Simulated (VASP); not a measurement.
# VO2: single point with r2SCAN

VO2:

```
V O
1.0
     4.64071    0.00000    0.00000
     0.00000    4.64071    0.00000
     0.00000    0.00000    2.87164
V O
2 4
Direct
  0.00000 0.00000 0.00000
  0.50000 0.50000 0.50000
  0.30465 0.30465 0.00000
  0.19535 0.80465 0.50000
  0.69535 0.69535 0.00000
  0.80465 0.19535 0.50000
```

This cell differs from its parent crystal: volume scaled by 1.06, then relaxed in part.

```
Program             : VASP 6.6.1
Task                : single point
Functional          : r2SCAN
Potentials or basis : VASP PAW PBE potentials, release 64 (V_sv, O)
Cutoff              : 660 eV
k mesh              : 8 × 8 × 12
Occupations         : gaussian, width 0.1 eV
Spin                : collinear spin, ferromagnetic start
Starting moments    : [0.98, 0.98, 0.0, 0.0, 0.0, 0.0] μB
```

The pressure is -11.0 GPa, the largest force is 0.057 eV/Å and the band gap on the k mesh is zero (filled and empty bands overlap). The net moment is 2.00 μB per cell, the site moments are V +1.15; O -0.10 μB and the valence electrons inside the program's atomic spheres are V 11.38; O 5.06.

Forces on the atoms (eV/Å):
```
V    0.000  0.000  0.000
V    0.000  0.000  0.000
O   -0.040 -0.040  0.000
O    0.040 -0.040  0.000
O    0.040  0.040  0.000
O   -0.040  0.040  0.000
```

Stress tensor (GPa, compression positive):
```
-11.20   0.00   0.00
  0.00 -11.20   0.00
  0.00   0.00 -10.56
```

Levels at points of the mesh, in eV from the Fermi level:
Spin up:
```
           k point  band 24  band 25  band 26  band 27  band 28  band 29
(0.00, 0.00, 0.00)    -1.55    -0.83    -0.59    -0.59    -0.33     0.03
(0.50, 0.00, 0.00)    -2.10    -0.10    -0.10    -0.05    -0.05     1.06
(0.50, 0.50, 0.00)    -2.55    -0.71    -0.71    -0.57    -0.57     1.42
(0.00, 0.00, 0.50)    -3.12     0.35     0.35     0.72     0.72     0.94
(0.50, 0.00, 0.50)    -2.35    -0.83    -0.83     0.70     0.70     1.24
(0.50, 0.50, 0.50)    -2.30     0.06     0.06     0.42     0.42     0.71
```
Spin down:
```csv
k point,band 21,band 22,band 23,band 24,band 25,band 26,band 27,band 28
"(0.00, 0.00, 0.00)",-2.21,-2.04,-2.04,-1.63,0.68,0.83,1.48,1.79
"(0.50, 0.00, 0.00)",-3.02,-3.02,-2.34,-2.34,1.28,1.28,2.24,2.24
"(0.50, 0.50, 0.00)",-2.81,-2.81,-2.73,-2.73,0.67,0.67,1.80,1.80
"(0.00, 0.00, 0.50)",-3.71,-3.71,-3.14,-3.14,1.79,1.79,2.08,2.08
"(0.50, 0.00, 0.50)",-3.57,-3.57,-2.63,-2.63,1.01,1.01,2.08,2.08
"(0.50, 0.50, 0.50)",-2.78,-2.78,-2.36,-2.36,1.51,1.51,2.12,2.12
```

Run time: 4.8 min on 4 MPI ranks on Intel(R) Xeon(R) 6975P-C (Granite Rapids), on a shared host, peak memory 0.58 GiB a rank.

Caveat: the PAW data sets were made with another functional, which shifts forces and pressure a little; semilocal functionals often make such compounds metallic where correlation or magnetic order opens a gap, which also shifts bond lengths.
